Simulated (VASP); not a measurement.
Wanted: the native input for a VASP 6.6.1 run.

```
Task                   : single point
Functional             : PBE
Potentials or basis    : VASP PAW PBE potentials, release 64 (Si, Ge_d)
Cutoff                 : 520 eV
k mesh                 : 18 × 18 × 4
Occupations            : gaussian, width 0.1 eV
Spin                   : no spin polarisation
Dipole correction      : no
Further INCAR settings : ALGO = Normal; EDIFF = 1e-06; NBANDS = 26
```

The structure of Si5Ge lies in POSCAR:

```
Si5Ge
1.0
    2.7604303767      0.0000000000      0.0000000000
   -1.3802151884      2.3906028316      0.0000000000
    0.0000000000      0.0000000000     13.9547212649
Si Ge
5 1
Direct
    0.6666666667      0.3333333333      0.8415330771
    0.6666666667      0.3333333333      0.1584669229
    0.3333333333      0.6666666667      0.6836893581
    0.3333333333      0.6666666667      0.0000000000
    0.3333333333      0.6666666667      0.3163106419
    0.6666666667      0.3333333333      0.5000000000
```

The input as run:

INCAR

```
  PREC = Accurate
  ENCUT = 520
  EDIFF = 1E-6
  ISMEAR = 0
  SIGMA = 0.1
  LREAL = False
  LASPH = True
  NELM = 80
  ALGO = Normal
  ISIF = 2
  LWAVE = False
  LCHARG = False
  GGA = PE
  NBANDS = 26
```

KPOINTS

```
regular mesh
0
Gamma
  18 18 4
```

Potentials or basis: VASP PAW PBE potentials, release 64 (Si, Ge_d).

Command:

```bash
$ cat potpaw_PBE.64/Si/POTCAR potpaw_PBE.64/Ge_d/POTCAR > POTCAR
$ mpirun -np 1 vasp_std > vasp.out
```

It gave:

```
Pressure               : 0.0 GPa
Largest force          : 0.009 eV/Å
Band gap on the k mesh : zero (band 17 reaches 17.28 eV, above the bottom of band 18 at 6.54 eV)
```

It took 3.2 min on 1 thread of Intel(R) Xeon(R) 6975P-C (Granite Rapids), with other jobs on the host, peak memory 0.38 GiB.
